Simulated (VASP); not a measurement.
Input of a VASP 6.6.1 run:

Contents of INCAR:

```
PREC     = Accurate       # precision mode
ENCUT    = 520            # plane-wave cutoff, eV
EDIFF    = 1E-6           # SCF threshold, eV
ISMEAR   = 0              # smearing method
SIGMA    = 0.02           # smearing width, eV
LREAL    = F              # projectors in reciprocal space
LASPH    = T              # aspherical terms in the spheres
NELM     = 100            # most SCF steps
ALGO     = Normal         # electronic algorithm
ISIF     = 2              # what is computed and relaxed
LWAVE    = F              # write WAVECAR
LCHARG   = T              # write CHGCAR
GGA      = PE             # functional
LELF     = T              # ELF
LVHAR    = T            
NBANDS   = 28             # bands
```

The input KPOINTS:

```
regular mesh
0
Gamma
  6 6 6
```

POSCAR

```
PbS
1.0
    5.0309342586      0.0000000000      0.0000000000
   -2.5154671293      4.3569168728      0.0000000000
    0.0000000000      0.0000000000      6.0231295362
Pb S
2 2
Direct
    0.3333333333      0.6666666667      0.2500000000
    0.6666666667      0.3333333333      0.7500000000
    0.6666666667      0.3333333333      0.2500000000
    0.3333333333      0.6666666667      0.7500000000
```

Potentials or basis: VASP PAW PBE potentials, release 64 (Pb_d, S).

The run is started by

```bash
$ cat potpaw_PBE.64/Pb_d/POTCAR potpaw_PBE.64/S/POTCAR > POTCAR
$ mpirun -np 1 vasp_std > vasp.out
```

(1) Estimate the band gap on the k mesh.

(2) Estimate the pressure.

Answers

(1) 1.45 eV.

(2) -0.1 GPa.

Caveat: spin-orbit coupling is left out, which moves the levels of the heavy elements.
